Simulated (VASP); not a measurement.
Input of a VASP 6.6.1 run:

File INCAR:

```
PREC = Accurate ; ENCUT = 520
EDIFF = 1E-6 ; ISMEAR = 0
SIGMA = 0.1 ; LREAL = False
LASPH = True ; NELM = 100
ALGO = Normal ; ISIF = 2
LWAVE = False ; LCHARG = True
GGA = PE ; LELF = True
LVHAR = True ; NBANDS = 29
```

The input KPOINTS:

```
Automatic mesh
0
Gamma
  12 12 8
```

File POSCAR:

```
LiGaO4
1.0
    3.1625711140      0.0000000000      0.0000000000
    0.0000000000      3.1625711140      0.0000000000
    0.0000000000      0.0000000000      5.6941972145
Li Ga O
1 1 4
Direct
    0.0000000000      0.0000000000      0.0000000000
    0.5000000000      0.5000000000      0.5000000000
    0.5000000000      0.0000000000      0.2643391244
    0.0000000000      0.5000000000      0.7356608756
    0.5000000000      0.0000000000      0.7356608756
    0.0000000000      0.5000000000      0.2643391244
```

Potentials or basis: VASP PAW PBE potentials, release 64 (Li_sv, Ga_d, O).

The run is started by

```console
$ cat potpaw_PBE.64/Li_sv/POTCAR potpaw_PBE.64/Ga_d/POTCAR potpaw_PBE.64/O/POTCAR > POTCAR
$ mpirun -np 1 vasp_std > vasp.out
```

Estimate the largest force.

0.055 eV/Å.

Estimate the band gap on the k mesh.

zero (band 20 reaches 3.82 eV, above the bottom of band 21 at 1.01 eV).

Forces on the atoms (eV/Å):
```
Li   0.000  0.000  0.000
Ga   0.000  0.000  0.000
O    0.000  0.000 -0.055
O    0.000  0.000  0.055
O    0.000  0.000  0.055
O    0.000  0.000 -0.055
```
